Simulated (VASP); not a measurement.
Input of a VASP 6.6.1 run:

Contents of INCAR:

```
PREC = Accurate
ENCUT = 520
EDIFF = 1E-6
ISMEAR = -1
SIGMA = 0.05
LREAL = False
LASPH = True
NELM = 80
ALGO = Normal
ISIF = 2
LWAVE = False
LCHARG = False
GGA = PS
NBANDS = 28
```

Contents of KPOINTS:

```
regular mesh
0
Gamma
  10 10 3
```

POSCAR

```
Ti3Al
1.0
    2.9849595887      0.0000000000      0.0000000000
   -1.4924797943      2.5850508331      0.0000000000
    0.0000000000      0.0000000000      9.4073169995
Ti Al
3 1
Direct
    0.3333333333      0.6666666667      0.2494060000
    0.3333333333      0.6666666667      0.7505940000
    0.6666666667      0.3333333333      0.0000000000
    0.6666666667      0.3333333333      0.5000000000
```

Potentials or basis: VASP PAW PBE potentials, release 64 (Ti_sv, Al).

The run is started by

```console
$ cat potpaw_PBE.64/Ti_sv/POTCAR potpaw_PBE.64/Al/POTCAR > POTCAR
$ mpirun -np 1 vasp_std > vasp.out
```

Q: Predict the pressure.

A: -8.9 GPa.

Q: What does it give for the largest force?

A: 0.121 eV/Å.

Stress tensor (GPa, compression positive):
```
-8.79  0.00  0.00
 0.00 -8.79  0.00
 0.00  0.00 -9.13
```

Caveat: the PAW data sets were made with another functional, which shifts forces and pressure a little.
